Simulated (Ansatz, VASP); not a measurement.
# One calculation of H6PtC2, two programs

File INCAR:

```
ALGO     = Normal         # electronic algorithm
EDIFF    = 1E-7           # SCF threshold, eV
EDIFFG   = -0.01          # ionic threshold
ENCUT    = 600            # plane-wave cutoff, eV
GGA      = PE             # functional
GGA_COMPAT= False        
IBRION   = 2              # ionic algorithm
ISIF     = 3              # what is computed and relaxed
ISMEAR   = 0              # smearing method
LASPH    = True           # aspherical terms in the spheres
LCHARG   = False          # write CHGCAR
LREAL    = False          # projectors in reciprocal space
LWAVE    = False          # write WAVECAR
NELM     = 120            # most SCF steps
NELMIN   = 4            
NSW      = 100            # ionic steps
PREC     = Accurate       # precision mode
SIGMA    = 0.1            # smearing width, eV
```

File KPOINTS:

```
k-points
0
Gamma
  12 12 12
```

Contents of POSCAR:

```
H6PtC2
1.0
    0.0000000000      2.9255506230      2.9255506230
    2.9255506230      0.0000000000      2.9255506230
    2.9255506230      2.9255506230      0.0000000000
H Pt C
6 1 2
Direct
    0.6880488381      0.3119511619      0.6880488381
    0.3119511619      0.3119511619      0.6880488381
    0.6880488381      0.6880488381      0.3119511619
    0.3119511619      0.6880488381      0.3119511619
    0.3119511619      0.6880488381      0.6880488381
    0.6880488381      0.3119511619      0.3119511619
    0.0000000000      0.0000000000      0.0000000000
    0.2500000000      0.2500000000      0.2500000000
    0.7500000000      0.7500000000      0.7500000000
```

Input for Ansatz:

```yaml
crystal:
  lattice:
    - [0.0, 2.925550623, 2.925550623]
    - [2.925550623, 0.0, 2.925550623]
    - [2.925550623, 2.925550623, 0.0]
  atoms:
    - { symbol: H, position: [0.6880488381, 0.3119511619, 0.6880488381] }
    - { symbol: H, position: [0.3119511619, 0.3119511619, 0.6880488381] }
    - { symbol: H, position: [0.6880488381, 0.6880488381, 0.3119511619] }
    - { symbol: H, position: [0.3119511619, 0.6880488381, 0.3119511619] }
    - { symbol: H, position: [0.3119511619, 0.6880488381, 0.6880488381] }
    - { symbol: H, position: [0.6880488381, 0.3119511619, 0.3119511619] }
    - { symbol: Pt, position: [0.0, 0.0, 0.0] }
    - { symbol: C, position: [0.25, 0.25, 0.25] }
    - { symbol: C, position: [0.75, 0.75, 0.75] }
basis:
  ecutwfc: 420
kpoints:
  mp_grid: { grid: [12, 12, 12] }
hamiltonian:
  xc: pbe
scf:
  occupations: { method: gaussian, width: 0.1 }
output:
  forces: true
  stress: true
  eigenvalues: true
  write_density: true
  write_potential: true
  elf: true
  volumetric_format: npy
relax:
  adjacent_minimum: "off"
  f_tol: 0.01
  max_steps: 80
  cell: { stress_tol: 0.05 }
```

Change from the starting cell: species swapped into the K2NiF6 type (Fm-3m, No. 225).

Alike in both runs: task relaxation of cell and atoms; functional PBE; k mesh 12 × 12 × 12; occupations gaussian, width 0.1 eV; no spin polarisation.

|  | VASP | Ansatz |
| --- | --- | --- |
| version | VASP 6.6.1 | Ansatz 0.2.0 |
| potentials or method | VASP PAW PBE potentials, release 64 (H, Pt, C), cutoff 600 eV | scalar-relativistic, plane waves, PAW |
| valence electrons in the cell | 24 | 32 |

|  | VASP | Ansatz | Ansatz less VASP |
| --- | --- | --- | --- |
| gap on the k mesh at the Fermi level, each at its own relaxed structure (eV) | none | none | - |
| relaxed volume (Å³/atom) | 5.61 | 5.63 | +0.015 |
| relaxed cell length with the largest relative difference (Å) | 4.149 | 4.153 | +0.0037 |

A gap of «none» marks a metal or a gap that the smearing closes. VASP's potentials hold 24 valence electrons a cell and Ansatz's 32, so a difference there can come from the potentials and not from the codes.

Neither program's run includes spin-orbit coupling.
